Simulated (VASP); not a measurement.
Cr: single point with PBEsol

Crystal: Cr.

```xyz
1
Lattice="0.0000 1.8124 1.8400 1.8124 0.0000 1.8400 1.8124 1.8124 0.0000" Properties=species:S:1:pos:R:3 pbc="T T T"
Cr    0.0000    0.0000    0.0000
```

This cell differs from its parent crystal: strain -0.0150 x Voigt [1, 1, 0, 0, 0, 0].

```json
{
  "Program": "VASP 6.6.1",
  "Task": "single point",
  "Functional": "PBEsol",
  "Potentials or basis": "VASP PAW PBE potentials, release 64 (Cr_pv)",
  "Cutoff": "520 eV",
  "k mesh": "22 × 22 × 22",
  "Occupations": "gaussian, width 0.15 eV",
  "Spin": "no spin polarisation",
  "Dipole correction": "no",
  "Further INCAR settings": "ALGO = Normal; EDIFF = 1e-06; NBANDS = 12"
}
```

The pressure is -12.9 GPa and the band gap on the k mesh is zero (bands 6 and 7 overlap by 2.80 eV).

Stress tensor (GPa, compression positive):
```
-14.33   0.00   0.00
  0.00 -14.33   0.00
  0.00   0.00  -9.90
```

Levels at points of the mesh, in eV from the Fermi level:
```csv
k point,band 2,band 3,band 4,band 5,band 6,band 7,band 8,band 9,band 10,band 11
"(0.00, 0.00, 0.00)",-42.25,-42.25,-7.46,-0.50,-0.37,-0.37,1.20,1.35,7.48,19.70
"(0.50, 0.00, 0.00)",-42.37,-42.35,-3.85,-0.62,-0.47,0.79,2.44,2.50,7.48,9.16
"(0.50, 0.50, 0.00)",-42.52,-42.52,-4.04,-3.17,2.43,2.79,2.79,3.37,7.48,11.91
"(0.50, 0.00, 0.50)",-42.55,-42.54,-4.04,-3.20,2.42,2.74,2.85,3.73,7.48,12.24
```

Wall time 60 s on 1 thread of AMD EPYC 9R45 96-Core Processor (Zen 5), on a shared host, peak memory 0.19 GiB.

Caveat: the cell differs from its parent crystal (strain -0.0150 x Voigt [1, 1, 0, 0, 0, 0]); the cell stands under tension; the PAW data sets were made with another functional, which shifts forces and pressure a little; the run has no spin polarisation, though such a crystal can be magnetic. Spin polarisation is off, so any magnetic state and its effect on volume and gap are missing.
